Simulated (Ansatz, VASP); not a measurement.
Two plane-wave programs on KNb3O

```xyz
5
Lattice="3.5470 0.0000 0.0000 0.0000 3.5470 0.0000 0.0000 0.0000 7.1553" Properties=species:S:1:pos:R:3 pbc="T T T"
K     1.7735    1.7735    3.5777
Nb    1.7735    1.7735    0.0000
Nb    0.0000    0.0000    5.6821
Nb    0.0000    0.0000    1.4732
O     0.0000    0.0000    3.5777
```

Alike in both runs: task relaxation of cell and atoms; functional PBE; k mesh 6 × 6 × 4; occupations gaussian, width 0.1 eV; no spin polarisation.

|  | VASP | Ansatz |
| --- | --- | --- |
| version | VASP 6.6.1 | Ansatz 0.2.0 |
| potentials or method | VASP PAW PBE potentials, release 64 (K_sv, Nb_sv, O), cutoff 600 eV | scalar-relativistic, plane waves, PAW |
| valence electrons in the cell | 54 | 54 |

Ansatz gave:

* gap on the k mesh at the Fermi level, each at its own relaxed structure (eV): none
* relaxed volume (Å³/atom): 18.02
* relaxed length of the cell vector where the two differ most in proportion (Å): 3.545

**Question.** Which values does VASP return?

**Answer.** gap on the k mesh at the Fermi level, each at its own relaxed structure (eV): none; relaxed volume (Å³/atom): 18.05; relaxed length of the cell vector where the two differ most in proportion (Å): 3.548.

A gap of «none» marks a metal or a gap that the smearing closes.
